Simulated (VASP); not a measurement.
# Br (P6_3/mmc) in VASP: notebook

Br is run at these levels: r2SCAN; tasks: single point, relaxation of cell and atoms.

Everything below comes from runs of VASP 6.6.1. Logs are shortened: lines on timing, memory, paths and dates and some standing lists are left out, and cuts for length are marked.

### 1 The cell of the first run

The structure is hexagonal, space group P6_3/mmc (No. 194). The conventional cell has a = 3.894 Å, b = 3.894 Å, c = 4.269 Å, α = 90.00°, β = 90.00°, γ = 120.00°. Br (site symmetry -6m2) has 12 Br at 3.10 to 3.89 Å within 4.1 Å.

### 2 Single point, r2SCAN

POSCAR

```
Br
1.0
    3.8942696604      0.0000000000      0.0000000000
   -1.9471348302      3.3725364551      0.0000000000
    0.0000000000      0.0000000000      4.2685271736
Br
2
Direct
    0.3333333333      0.6666666667      0.2500000000
    0.6666666667      0.3333333333      0.7500000000
```

INCAR.step1

```
SYSTEM = Br
PREC = Accurate ; ENCUT = 520
ISMEAR = 0 ; SIGMA = 0.1
LREAL = .False. ; LASPH = .True.
NELM = 100 ; NBANDS = 14
GGA = PE ; ALGO = Normal
EDIFF = 1E-4 ; LWAVE = .True.
LCHARG = .False.
```

INCAR.step2

```
SYSTEM = Br
PREC = Accurate ; ENCUT = 520
EDIFF = 1E-7 ; ISMEAR = 0
SIGMA = 0.1 ; LREAL = .False.
LASPH = .True. ; NELM = 100
ALGO = Normal ; ISIF = 2
LWAVE = .False. ; LCHARG = .False.
METAGGA = R2SCAN ; LMIXTAU = .True.
NBANDS = 14 ; ISTART = 1
```

KPOINTS

```
regular mesh
0
Gamma
  6 6 4
  0 0 0
```

Potentials or basis: VASP PAW PBE potentials, release 64 (Br).

Run with:

```sh
cat potpaw_PBE.64/Br/POTCAR > POTCAR
cp INCAR.step1 INCAR
mpirun -np 1 vasp_std > vasp.out
cp INCAR.step2 INCAR
mpirun -np 1 vasp_std > vasp.out
```

OUTCAR:

```text
SYSTEM = Br
   PREC = Accurate
   ENCUT = 520
   EDIFF = 1E-7
   ISMEAR = 0
   LREAL = .False.
   LASPH = .True.
   NELM = 100
   ISIF = 2
   METAGGA = R2SCAN
   ISTART = 1

 ion  position               nearest neighbor table
   1  0.333  0.667  0.250-
   2  0.667  0.333  0.750-

  LATTYP: Found a hexagonal cell.
 ALAT       =     3.8942696604
 C/A-ratio  =     1.0961046732

  Lattice vectors:

 A1 = (   3.8942696604,   0.0000000000,   0.0000000000)
 A2 = (  -1.9471348302,   3.3725364551,   0.0000000000)
 A3 = (   0.0000000000,   0.0000000000,   4.2685271736)

Analysis of symmetry for initial positions (statically):
=====================================================================
 Subroutine PRICEL returns:
 Original cell was already a primitive cell.

 Routine SETGRP: Setting up the symmetry group for a
 hexagonal supercell.

 Subroutine GETGRP returns: Found 24 space group operations
 (whereof 12 operations were pure point group operations)
 out of a pool of 24 trial point group operations.

The static configuration has the point symmetry D_3d.
 The point group associated with its full space group is D_6h.

Analysis of symmetry for dynamics (positions and initial velocities):
=====================================================================
 Subroutine PRICEL returns:
 Original cell was already a primitive cell.

 Routine SETGRP: Setting up the symmetry group for a
 hexagonal supercell.

 Subroutine GETGRP returns: Found 24 space group operations
 (whereof 12 operations were pure point group operations)
 out of a pool of 24 trial point group operations.

The dynamic configuration has the point symmetry D_3d.
 The point group associated with its full space group is D_6h.

 Subroutine INISYM returns: Found 24 space group operations
 (whereof 12 operations are pure point group operations),
 and found     1 'primitive' translations

----------------------------------------------------------------------------------------

                                     Primitive cell

  volume of cell :      56.0610

  direct lattice vectors                    reciprocal lattice vectors
     3.894269660  0.000000000  0.000000000     0.256787559  0.148256366  0.000000000
    -1.947134830  3.372536455  0.000000000     0.000000000  0.296512733  0.000000000
     0.000000000  0.000000000  4.268527174     0.000000000  0.000000000  0.234272844

  length of vectors
     3.894269660  3.894269660  4.268527174     0.296512733  0.296512733  0.234272844

  position of ions in fractional coordinates (direct lattice)
     0.333333333  0.666666667  0.250000000
     0.666666667  0.333333333  0.750000000

  ion indices of the primitive-cell ions
   primitive index   ion index
                 1           1
                 2           2

----------------------------------------------------------------------------------------

 KPOINTS: regular mesh

Automatic generation of k-mesh.
 Grid dimensions read from file:
 generate k-points for:    6    6    4

 Generating k-lattice:

  Cartesian coordinates                     Fractional coordinates (reciprocal lattice)
     0.042797926  0.024709394  0.000000000     0.166666667  0.000000000  0.000000000
     0.000000000  0.049418789  0.000000000     0.000000000  0.166666667  0.000000000
     0.000000000  0.000000000  0.058568211     0.000000000  0.000000000  0.250000000

  Length of vectors
     0.049418789  0.049418789  0.058568211

  Shift w.r.t. Gamma in fractional coordinates (k-lattice)
     0.000000000  0.000000000  0.000000000

 Subroutine IBZKPT returns following result:
 ===========================================

 Found     21 irreducible k-points:

 Following reciprocal coordinates:
            Coordinates               Weight
  0.000000  0.000000  0.000000      1.000000
  0.166667 -0.000000  0.000000      6.000000
  0.333333  0.000000  0.000000      6.000000
  0.500000 -0.000000  0.000000      3.000000
  0.166667  0.166667  0.000000      6.000000
  0.333333  0.166667  0.000000     12.000000
[... 13 lines left out ...]
  0.333333  0.166667  0.500000     12.000000
  0.333333  0.333333  0.500000      2.000000
   k-points           NKPTS =     21   k-points in BZ     NKDIM =     21   number of bands    NBANDS=     14
   number of dos      NEDOS =    301   number of ions     NIONS =      2
   total plane-waves  NPLWV =  28800
   dimension x,y,z NGX =    30 NGY =   30 NGZ =   32
   dimension x,y,z NGXF=    60 NGYF=   60 NGZF=   64
   ions per type =               2
   NGX,Y,Z   is equivalent  to a cutoff of  12.81, 12.81, 12.46 a.u.
   NGXF,Y,Z  is equivalent  to a cutoff of  25.61, 25.61, 24.93 a.u.
 SYSTEM =  Br
   PREC   = accura    normal or accurate (medium, high low for compatibility)
   ISTART =      1    job   : 0-new  1-cont  2-samecut
   ICHARG =      0    charge: 1-file 2-atom 10-const
   ISPIN  =      1    spin polarized calculation?
   LNONCOLLINEAR =      F non collinear calculations
   LSORBIT =      F    spin-orbit coupling
   LASPH  =      T    aspherical Exc in radial PAW
   ENCUT  =  520.0 eV  38.22 Ry    6.18 a.u.   7.24  7.24  7.94*2*pi/ulx,y,z
   NELM   =    100;   NELMIN=  2; NELMDL=  0     # of ELM steps
   EDIFF  = 0.1E-06   stopping-criterion for ELM
   LREAL  =      F    real-space projection
   EDIFFG = 0.1E-05   stopping-criterion for IOM
   NSW    =      0    number of steps for IOM
   IBRION =     -1    ionic relax: 0-MD 1-quasi-New 2-CG
   NFREE  =      0    steps in history (QN), initial steepest desc. (CG)
   ISIF   =      2    stress and relaxation
   ISYM   =      2    0-nonsym 1-usesym 2-fastsym
   POTIM  = 0.5000    time-step for ionic-motion
   TEBEG  =    0.0;   TEEND  =   0.0 temperature during run
   PSTRESS=    0.0 pullay stress
   NELECT =      14.0000    total number of electrons
   NUPDOWN=      -1.0000    fix difference up-down
   EMIN   =  10.00;   EMAX   =-10.00  energy-range for DOS
   EFERMI =   0.00;   METHOD = LEGACY
   ISMEAR =     0;   SIGMA  =   0.10  broadening in eV -4-tet -1-fermi 0-gaus
   EFERMI_NEDOS =   21; number of points for ismear=-14 and -15
   IALGO  =     38    algorithm
   IMIX   =      4    mixing-type and parameters
     AMIX     =   0.40;   BMIX     =  1.00
     AMIX_MAG =   1.60;   BMIX_MAG =  1.00
  volume/ion in A,a.u.               =      28.03       189.16
  Fermi-wavevector in a.u.,A,eV,Ry     =   1.030933  1.948182 14.460593  1.062824
  Thomas-Fermi vector in A             =   2.165056
   LORBIT       =      0    0 simple, 1 ext, 2 COOP (PROOUT), +10 PAW based schemes
   METAGGA = R2SCAN    functional components
   LHFCALC =     F    Hartree Fock is set to
   AEXX    =    0.0000 exact exchange contribution
   IVDW    =     0    specifies the selected vdW correction
   LEPSILON=     F    determine dielectric tensor
   LRPA    =     F    only Hartree local field effects (RPA)
 non-spin polarized calculation
 Gauss-broadening in eV      SIGMA  =   0.10
  energy-cutoff  :      520.00
  volume of cell :       56.06
 maximum number of plane-waves:      1528
 NGX is ok and might be reduce to    30
   NGX = 15   NGY = 15   NGZ = 15

 number of electron      13.9999996 magnetization

 Free energy of the ion-electron system (eV)
  ---------------------------------------------------
  ext. energy  EPLUGINS =         0.00000000
  ---------------------------------------------------
  free energy    TOTEN  =       -25.43682956 eV

  energy without entropy =      -25.41905057  energy(sigma->0) =      -25.42794007

 E-fermi :   1.1000     XC(G=0):  -9.3741

 val. band max:        1.0991620901   @ k =   0.1667   0.1667   0.0000
 cond. band min:       1.1179938718   @ k =   0.3333   0.1667   0.0000
 fundamental gap:      0.0188317816
 Fermi energy:         1.1000423679

 k-point     1 :       0.0000    0.0000    0.0000
  band No.  band energies     occupation
      1     -15.1628      2.00000
      2     -12.5143      2.00000
      3      -3.1379      2.00000
      4      -1.1337      2.00000
      5      -1.1337      2.00000
      6       0.8363      1.99981
      7       0.8363      1.99981
      8       2.0496      0.00000
      9       7.8522      0.00000
     10       8.5652      0.00000
     11      12.2605      0.00000
     12      12.2605      0.00000
     13      13.9093      0.00000
     14      13.9093      0.00000

 k-point     2 :       0.1667   -0.0000    0.0000
  band No.  band energies     occupation
      1     -14.9891      2.00000
      2     -12.6332      2.00000
      3      -2.8979      2.00000
      4      -1.5671      2.00000
      5      -1.4306      2.00000
      6       0.3795      2.00000
      7       1.0367      1.62933
      8       1.6174      0.00000
      9       8.4952      0.00000
     10       9.5363      0.00000
     11      11.1706      0.00000
     12      12.7685      0.00000
     13      13.2793      0.00000
     14      13.4502      0.00000

 k-point     3 :       0.3333    0.0000    0.0000
  band No.  band energies     occupation
      1     -14.5365      2.00000
      2     -12.9824      2.00000
      3      -2.3231      2.00000
      4      -2.2454      2.00000
      5      -1.8804      2.00000
      6      -0.2811      2.00000
      7       0.6107      2.00000
      8       1.2768      0.01244
      9       8.2687      0.00000
     10      11.4318      0.00000
     11      11.7530      0.00000
     12      12.2111      0.00000
     13      12.4831      0.00000
     14      14.4300      0.00000
[... 273 lines left out ...]
 k-point    20 :       0.3333    0.1667    0.5000
  band No.  band energies     occupation
      1     -13.6553      2.00000
      2     -13.6553      2.00000
      3      -3.5092      2.00000
      4      -3.5092      2.00000
      5      -1.1573      2.00000
      6      -1.1573      2.00000
      7       1.5986      0.00000
      8       1.5986      0.00000
      9      10.4619      0.00000
     10      10.4619      0.00000
     11      13.8923      0.00000
     12      13.8923      0.00000
     13      14.7666      0.00000
     14      14.7666      0.00000

 k-point    21 :       0.3333    0.3333    0.5000
  band No.  band energies     occupation
      1     -13.6069      2.00000
      2     -13.6069      2.00000
      3      -3.5461      2.00000
      4      -3.5461      2.00000
      5      -1.6429      2.00000
      6      -1.6429      2.00000
      7       1.9384      0.00000
      8       1.9384      0.00000
      9      11.6225      0.00000
     10      11.6225      0.00000
     11      13.1713      0.00000
     12      13.1713      0.00000
     13      14.7113      0.00000
     14      14.7113      0.00000

------------------------ aborting loop because EDIFF is reached ----------------------------------------

  FORCE on cell =-STRESS in cart. coord.  units (eV):
  Direction    XX          YY          ZZ          XY          YZ          ZX
  --------------------------------------------------------------------------------------
  -------------------------------------------------------------------------------------
  Total       -0.0293714     -0.0293714     -0.0602919      0.0000000     -0.0000000      0.0000000
  in kB       -0.8394112     -0.8394112     -1.7230925      0.0000000     -0.0000000      0.0000000
  external PRESSURE =      -1.1339717 kB  Pullay stress =       0.0000000 kB

 VOLUME and BASIS-vectors are now :
 -----------------------------------------------------------------------------
  energy-cutoff  :      520.00
  volume of cell :       56.06
      direct lattice vectors                 reciprocal lattice vectors
     3.894269660  0.000000000  0.000000000     0.256787559  0.148256366  0.000000000
    -1.947134830  3.372536455  0.000000000     0.000000000  0.296512733  0.000000000
     0.000000000  0.000000000  4.268527174     0.000000000  0.000000000  0.234272844

 POSITION                                       TOTAL-FORCE (eV/Angst)
 -----------------------------------------------------------------------------------
     -0.00000      2.24836      1.06713         0.000000     -0.000000      0.000000
      1.94713      1.12418      3.20140        -0.000000      0.000000      0.000000
 -----------------------------------------------------------------------------------
    total drift:                                0.000000     -0.000000      0.000000

  FREE ENERGIE OF THE ION-ELECTRON SYSTEM (eV)
  ---------------------------------------------------
  free  energy   TOTEN  =       -25.4368295630 eV

  energy  without entropy=      -25.4190505709  energy(sigma->0) =      -25.42794007
```

Wall time 87 s (1 thread of Oxide Virtual Turin-like, shared host); peak memory 0.14 GiB.

What came out:

```
Free energy            : -25.4368 eV
Pressure               : -0.1 GPa
Band gap on the k mesh : zero (bands 7 and 8 overlap by 2.10 eV)
```

Stress tensor (GPa, compression positive):
```
-0.08  0.00  0.00
 0.00 -0.08  0.00
 0.00  0.00 -0.17
```

Levels at points of the mesh, in eV from the Fermi level:
```csv
k point,band 5,band 6,band 7,band 8,band 9,band 10
"(0.00, 0.00, 0.00)",-2.23,-0.26,-0.26,0.95,6.75,7.47
"(0.50, 0.00, 0.00)",-2.77,-1.64,-1.23,0.25,6.71,10.60
"(0.00, 0.00, 0.50)",-1.26,-1.26,-1.26,-1.26,9.47,9.47
"(0.50, 0.00, 0.50)",-1.76,-1.76,0.10,0.10,8.85,8.85
```

Caveat: the k points lie up to 0.37 Å⁻¹ apart, too coarse for converged energies and pressures of a metal; the PAW data sets were made with another functional, which shifts forces and pressure a little.

### 3 Single point, r2SCAN

This run uses another cell than the first one, of 34.56 Å³/atom.

POSCAR

```
Br
1.0
    3.6634720995      0.0000000000      0.0000000000
   -1.8317360498      3.1726599042      0.0000000000
    0.0000000000      0.0000000000      5.9460092332
Br
2
Direct
    0.3333333333      0.6666666667      0.2500000000
    0.6666666667      0.3333333333      0.7500000000
```

INCAR.step1

```
PREC = Accurate ; ENCUT = 520
ISMEAR = 0 ; SIGMA = 0.1
LREAL = False ; LASPH = True
NELM = 100 ; NBANDS = 14
GGA = PE ; ALGO = Normal
EDIFF = 1E-4 ; LWAVE = True
LCHARG = False
```

INCAR.step2

```
PREC = Accurate ; ENCUT = 520
EDIFF = 1E-7 ; ISMEAR = 0
SIGMA = 0.1 ; LREAL = False
LASPH = True ; NELM = 100
ALGO = Normal ; ISIF = 2
LWAVE = False ; LCHARG = False
METAGGA = R2SCAN ; LMIXTAU = True
NBANDS = 14 ; ISTART = 1
```

KPOINTS

```
regular mesh
0
Gamma
  6 6 4
```

Potentials or basis: VASP PAW PBE potentials, release 64 (Br).

Run with:

```sh
cat potpaw_PBE.64/Br/POTCAR > POTCAR
cp INCAR.step1 INCAR
mpirun -np 1 vasp_std > vasp.out
cp INCAR.step2 INCAR
mpirun -np 1 vasp_std > vasp.out
```

Wall time 2 min (1 thread of Oxide Virtual Turin-like, shared host); peak memory 0.16 GiB.

It converged, with:

| Property | Result |
| --- | --- |
| Free energy | -24.7814 eV |
| Pressure | -4.2 GPa |
| Band gap on the k mesh | zero (bands 7 and 8 overlap by 1.38 eV) |

Stress tensor (GPa, compression positive):
```
-4.12  0.00  0.00
 0.00 -4.12  0.00
 0.00  0.00 -4.22
```

Levels at points of the mesh, in eV from the Fermi level:
```
           k point  band 3  band 4  band 5  band 6  band 7  band 8  band 9  band 10  band 11  band 12
(0.00, 0.00, 0.00)   -2.90    0.12    0.12    0.53    0.53    0.56    7.74     9.11    12.98    12.98
(0.50, 0.00, 0.00)   -2.62   -1.99   -1.43   -0.67   -0.38    0.15    8.84     9.40     9.97    12.66
(0.00, 0.00, 0.50)   -1.40   -1.40    0.32    0.32    0.32    0.32    9.35     9.35    12.49    12.49
(0.50, 0.00, 0.50)   -2.71   -2.71   -0.33   -0.33   -0.29   -0.29    8.83     8.83    10.68    10.68
```

Caveat: the cell stands under tension; the PAW data sets were made with another functional, which shifts forces and pressure a little.

### 4 Relaxation of cell and atoms, r2SCAN

This run uses another cell than the first one, of 34.56 Å³/atom.

POSCAR is that of step 3.

INCAR.step1

```
SYSTEM = Br
ALGO = Normal ; EDIFF = 1E-4
ENCUT = 600 ; GGA = PE
ISMEAR = 0 ; LASPH = .TRUE.
LCHARG = .FALSE. ; LREAL = .FALSE.
LWAVE = .TRUE. ; NELM = 60
PREC = Accurate ; SIGMA = 0.1
```

INCAR.step2

```
SYSTEM = Br
ALGO = Normal ; EDIFF = 1E-7
EDIFFG = -0.04 ; ENCUT = 600
IBRION = 2 ; ISIF = 3
ISMEAR = 0 ; ISTART = 1
LASPH = .TRUE. ; LCHARG = .FALSE.
LMIXTAU = .TRUE. ; LREAL = .FALSE.
LWAVE = .FALSE. ; METAGGA = R2SCAN
NELM = 60 ; NSW = 90
PREC = Accurate ; SIGMA = 0.1
```

KPOINTS

```
k-points
0
G
  6 6 4
  0 0 0
```

Run with:

```sh
cat potpaw_PBE.64/Br/POTCAR > POTCAR
cp INCAR.step1 INCAR
mpirun -np 1 vasp_std > vasp.out
cp INCAR.step2 INCAR
mpirun -np 1 vasp_std > vasp.out
```

Run time: 41 min. Hardware: 1 thread of Oxide Virtual Turin-like, shared host; peak memory 0.2 GiB.

The run converged. Its results:

* Free energy: -25.4389 eV
* Relaxed volume: 27.96 Å³/atom
* Relaxed cell: a = 3.891 Å, b = 3.891 Å, c = 4.265 Å, α = 90.00°, β = 90.00°, γ = 120.00°
* Space group after relaxing (to 0.1 Å): P6_3/mmc (No. 194)
* Energy gained by relaxing: 328.3 meV/atom
* Ionic steps: 23
* Pressure after relaxing: 0.0 GPa
* Band gap on the k mesh: zero (bands 7 and 8 overlap by 2.11 eV)

The path:
| step | energy change (eV) | largest force (eV/Å) | pressure (GPa) | volume (Å³) |
| --- | --- | --- | --- | --- |
| 1 | 0.0000 | 0.0000 | -4.17 | 69.11 |
| 2 | -0.2025 | 0.0000 | -3.12 | 60.50 |
| 3 | -0.2895 | 0.0000 | -0.69 | 53.79 |
| 4 | -0.2918 | 0.0000 | 0.23 | 52.23 |
| 5 | -0.2921 | 0.0000 | -0.03 | 52.61 |
| 6 | -0.2926 | 0.0000 | 0.00 | 52.60 |
| 7 | -0.2947 | 0.0000 | 0.01 | 52.58 |
| 8 | -0.3011 | 0.0000 | 0.12 | 52.51 |
| 9 | -0.3557 | 0.0000 | 0.13 | 52.32 |
| 10 | -0.4980 | 0.0000 | 0.75 | 51.70 |
| 11 | -0.5536 | 0.0000 | 5.71 | 49.42 |
| 12 | -0.6005 | 0.0000 | 3.17 | 50.42 |
| 13 | -0.5980 | 0.0000 | 3.64 | 50.22 |
| 14 | -0.5996 | 0.0000 | 3.43 | 50.31 |
| 15 | -0.6052 | 0.0000 | 3.16 | 50.58 |
| 16 | -0.6193 | 0.0000 | 2.41 | 51.39 |
| 17 | -0.6374 | 0.0000 | 1.10 | 53.03 |
| 18 | -0.6384 | 0.0000 | -0.97 | 56.42 |
| 19 | -0.6433 | 0.0000 | -0.11 | 54.84 |
| 20 | -0.6453 | 0.0000 | -0.11 | 54.93 |
| 21 | -0.6503 | 0.0000 | -0.09 | 55.19 |
| 22 | -0.6559 | 0.0000 | -0.05 | 55.68 |
| 23 | -0.6567 | 0.0000 | -0.03 | 55.92 |

Final structure:
```
Br
1.0
     3.89101    0.00000    0.00000
    -1.94551    3.36972    0.00000
     0.00000    0.00000    4.26471
Br
2
Cartesian
  0.0000 2.2465 1.0662
  1.9455 1.1232 3.1985
```

Levels at points of the mesh, in eV from the Fermi level:
| k point | band 4 | band 5 | band 6 | band 7 | band 8 | band 9 | band 10 | band 11 |
| --- | --- | --- | --- | --- | --- | --- | --- | --- |
| (0.00, 0.00, 0.00) | -2.24 | -2.24 | -0.27 | -0.27 | 0.95 | 6.74 | 7.47 | 11.16 |
| (0.50, 0.00, 0.00) | -3.18 | -2.78 | -1.65 | -1.23 | 0.25 | 6.70 | 10.60 | 10.76 |
| (0.00, 0.00, 0.50) | -2.10 | -1.27 | -1.27 | -1.27 | -1.27 | 9.48 | 9.48 | 10.17 |
| (0.50, 0.00, 0.50) | -4.78 | -1.77 | -1.77 | 0.10 | 0.10 | 8.85 | 8.85 | 13.31 |

Caveat: the volume moved by over 15 % at a fixed basis, so the end points are rough; the PAW data sets were made with another functional, which shifts forces and pressure a little.

### 5 Summary

```csv
task,cell,cutoff (eV),gap on the mesh (eV),pressure (GPa)
single point,"a = 3.894, b = 3.894, c = 4.269 Å, angles 90.0, 90.0, 120.0°, 2 atoms",520,none,-0.1
single point,"a = 3.663, b = 3.663, c = 5.946 Å, angles 90.0, 90.0, 120.0°, 2 atoms",520,none,-4.2
relaxation of cell and atoms,"relaxed from a = 3.663, b = 3.663, c = 5.946 Å, angles 90.0, 90.0, 120.0°, 2 atoms",600,none,0.0
```

Alike in all rows: level r2SCAN; potentials or basis VASP PAW PBE potentials, release 64 (Br); no spin polarisation; k mesh 6 × 6 × 4; smearing gaussian 0.1 eV.

Caveats: some runs use coarse meshes; the PAW data sets were made with another functional, which shifts forces and pressure a little; the cell stands under tension (at least some runs); the volume moved by over 15 % at a fixed basis, so the end points are rough (at least some runs).

Total energies depend on the potentials used, so only differences within one code and one set of settings carry meaning.

The gap in the log of VASP goes by the Fermi energy; the results here count the filled bands.